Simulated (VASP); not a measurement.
Here is a VASP 6.6.1 calculation.

INCAR

```
PREC = Accurate
ENCUT = 520
EDIFF = 1E-6
ISMEAR = 0
SIGMA = 0.02
LREAL = False
LASPH = True
NELM = 80
ALGO = Normal
ISIF = 2
LWAVE = False
LCHARG = False
GGA = PE
NBANDS = 25
```

KPOINTS

```
Automatic mesh
0
Gamma
  8 8 8
```

Contents of POSCAR:

```
SiO2
1.0
   -2.5137467044      2.5137467044      3.6894593391
    2.5137467044     -2.5137467044      3.6894593391
    2.5137467044      2.5137467044     -3.6894593391
Si O
2 4
Direct
    0.0000000000      0.0000000000      0.0000000000
    0.7500000000      0.2500000000      0.5000000000
    0.9668890696      0.6250000000      0.8418890696
    0.3750000000      0.2168890696      0.3418890696
    0.7831109304      0.1250000000      0.1581109304
    0.8750000000      0.0331109304      0.6581109304
```

Potentials or basis: VASP PAW PBE potentials, release 64 (Si, O).

Run with:

```bash
$ cat potpaw_PBE.64/Si/POTCAR potpaw_PBE.64/O/POTCAR > POTCAR
$ mpirun -np 1 vasp_std > vasp.out
```

(1) What does it give for the largest force?

(2) What does it give for the band gap on the k mesh?

Results:

(1) 0.005 eV/Å.

(2) 5.73 eV.
